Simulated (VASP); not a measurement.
Set up this calculation in VASP 6.6.1, as the native input.

* Task: relaxation of cell and atoms
* Functional: PBE
* Potentials or basis: VASP PAW PBE potentials, release 64 (Si, F_h)
* Cutoff: 1350 eV
* k mesh: 4 × 6 × 4
* Occupations: gaussian, width 0.1 eV
* Spin: no spin polarisation
* Dipole correction: no
* Further INCAR settings: ALGO = Normal; EDIFF = 1e-07; IBRION = 2; EDIFFG = -0.04; NSW = 90; ISIF = 3

The structure of SiF lies in POSCAR:

```
SiF
1.0
    4.0334906500      0.0000000000      0.0000000000
    0.0000000000      2.6700869600      0.0000000000
    0.0000000000      0.0000000000      4.1180629600
Si F
2 2
Direct
    0.2500000000      0.5000000000      0.8119999600
    0.7500000000      0.5000000000      0.1880000400
    0.2500000000      0.0000000000      0.3119999900
    0.7500000000      0.0000000000      0.6880000100
```

The cell was generated, and may not be a known phase.

One way to write it, as run:

INCAR

```
SYSTEM = SiF
PREC = Accurate
ENCUT = 1350
EDIFF = 1E-7
ISMEAR = 0
SIGMA = 0.1
LREAL = .FALSE.
LASPH = .TRUE.
NELM = 120
ALGO = Normal
ISIF = 3
LWAVE = .FALSE.
LCHARG = .FALSE.
GGA = PE
IBRION = 2
NSW = 90
EDIFFG = -0.04
GGA_COMPAT = .FALSE.
NELMIN = 4
```

KPOINTS

```
Automatic mesh
0
G
  4 6 4
  0 0 0
```

Potentials or basis: VASP PAW PBE potentials, release 64 (Si, F_h).

The run is started by

```console
$ cat potpaw_PBE.64/Si/POTCAR potpaw_PBE.64/F_h/POTCAR > POTCAR
$ mpirun -np 1 vasp_std > vasp.out
```

It gave:

The relaxed volume is 15.47 Å³/atom, the relaxed cell is a = 4.698 Å, b = 2.536 Å, c = 5.193 Å, α = 90.00°, β = 90.00°, γ = 90.00° and the space group after relaxing (to 0.1 Å) is Pmma (No. 51). The pressure after relaxing is 0.3 GPa, the largest force after relaxing is 0.033 eV/Å and the band gap on the k mesh is zero (bands 11 and 12 overlap by 3.31 eV).

Caveat: the k points lie up to 0.41 Å⁻¹ apart in the final cell, too coarse for converged energies and pressures of a metal; the volume moved by over 15 % at a fixed basis, so the end points are rough.

It took 22 min on 1 thread of Intel(R) Xeon(R) Platinum 8259CL CPU @ 2.50GHz (Skylake/Cascade Lake) (shared host), peak memory 0.34 GiB.
